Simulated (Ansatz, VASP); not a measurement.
One calculation of Ru2Se, two programs

INCAR

```
SYSTEM = Ru2Se
PREC = Accurate
ENCUT = 520
EDIFF = 1E-6
ISMEAR = 0
SIGMA = 0.1
LREAL = .FALSE.
LASPH = .TRUE.
NELM = 150
ALGO = Normal
ISIF = 2
LWAVE = .FALSE.
LCHARG = .TRUE.
ISPIN = 2
MAGMOM = 1 1 0
LORBIT = 11
LMAXMIX = 4
GGA = PE
LELF = .TRUE.
LVHAR = .TRUE.
NBANDS = 28
```

Contents of KPOINTS:

```
Automatic mesh
0
G
  6 6 4
  0 0 0
```

File POSCAR:

```
Ru2Se
1.0
    3.7373814900      0.0000000000      0.0000000000
   -1.8686907450      3.2366673140      0.0000000000
    0.0000000000      0.0000000000      4.0353786853
Ru Se
2 1
Direct
    0.3333333333      0.6666666667      0.5000000000
    0.6666666667      0.3333333333      0.5000000000
    0.0000000000      0.0000000000      0.0000000000
```

Input for Ansatz:

```yaml
crystal:
  lattice:
    - [3.73738149, 0.0, 0.0]
    - [-1.868690745, 3.236667314, 0.0]
    - [0.0, 0.0, 4.0353786853]
  atoms:
    - { symbol: Ru, position: [0.3333333333, 0.6666666667, 0.5], spin: 1.0 }
    - { symbol: Ru, position: [0.6666666667, 0.3333333333, 0.5], spin: 1.0 }
    - { symbol: Se, position: [0.0, 0.0, 0.0] }
basis:
  ecutwfc: 420
kpoints:
  mp_grid: { grid: [6, 6, 4] }
hamiltonian:
  xc: pbe
scf:
  occupations: { method: gaussian, width: 0.1 }
  lower_state_search: "off"
output:
  forces: true
  stress: true
  eigenvalues: true
  populations: true
magnetization:
  spin_polarized: true
```

Alike in both runs: task single point; functional PBE; k mesh 6 × 6 × 4; occupations gaussian, width 0.1 eV; collinear spin.

|  | VASP | Ansatz |
| --- | --- | --- |
| version | VASP 6.6.1 | Ansatz 0.2.0 |
| potentials or method | VASP PAW PBE potentials, release 64 (Ru_pv, Se), cutoff 520 eV | scalar-relativistic, plane waves, PAW |
| valence electrons in the cell | 34 | 48 |

```csv
,VASP,Ansatz,Ansatz less VASP
gap on the k mesh at the Fermi level (eV),none,none,-
net moment per atom (μB),0.00,0.00,0.000
```

A gap of «none» marks a metal or a gap that the smearing closes. With one functional, cell and mesh, what is left measures potentials, basis and numerics. VASP's potentials hold 34 valence electrons a cell and Ansatz's 48, so a difference there can come from the potentials and not from the codes. Ansatz's warnings: seeded moment not kept.

The k mesh is coarse, so the values compare programs but aren't converged.
